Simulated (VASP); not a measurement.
Write the native input for VASP 6.6.1 that does the following.

* Task: single point
* Functional: PBE
* Potentials or basis: VASP PAW PBE potentials, release 64 (Sc_sv, Ti_sv, O)
* Cutoff: 520 eV
* k mesh: 8 × 4 × 4
* Occupations: gaussian, width 0.2 eV
* Spin: no spin polarisation
* Dipole correction: no
* Further INCAR settings: ALGO = Normal; EDIFF = 1e-06; NBANDS = 58

The structure of ScTi2O2 lies in POSCAR:

```
ScTi2O2
1.0
    3.0244754918      0.0000000000      0.0000000000
    0.0000000000      5.2385452181      0.0000000000
    0.0000000000      0.0000000000      7.5491813153
Sc Ti O
2 4 4
Direct
    0.0000000000      0.0000000000      1.0000000000
    0.5000000000      0.5000000000      1.0000000000
    0.0000000000      0.3333333333      0.3461837274
    0.5000000000      0.8333333333      0.3461837274
    0.5000000000      0.1666666667      0.6538162726
    0.0000000000      0.6666666667      0.6538162726
    0.0000000000      0.3333333333      0.8311316741
    0.5000000000      0.8333333333      0.8311316741
    0.5000000000      0.1666666667      0.1688683259
    0.0000000000      0.6666666667      0.1688683259
```

These files were run (other wordings do the same):

INCAR

```
PREC = Accurate ; ENCUT = 520
EDIFF = 1E-6 ; ISMEAR = 0
SIGMA = 0.2 ; LREAL = F
LASPH = T ; NELM = 60
ALGO = Normal ; ISIF = 2
LWAVE = F ; LCHARG = F
GGA = PE ; NBANDS = 58
```

KPOINTS

```
regular mesh
0
Gamma
  8 4 4
```

Potentials or basis: VASP PAW PBE potentials, release 64 (Sc_sv, Ti_sv, O).

Launch:

```bash
$ cat potpaw_PBE.64/Sc_sv/POTCAR potpaw_PBE.64/Ti_sv/POTCAR potpaw_PBE.64/O/POTCAR > POTCAR
$ mpirun -np 1 vasp_std > vasp.out
```

It gave:

```
Pressure               : 0.7 GPa
Largest force          : 0.060 eV/Å
Band gap on the k mesh : zero (bands 47 and 48 overlap by 0.74 eV)
```

Run time: 4.4 min on 1 thread of Intel(R) Xeon(R) 6975P-C (Granite Rapids), with other jobs on the host, peak memory 0.39 GiB.
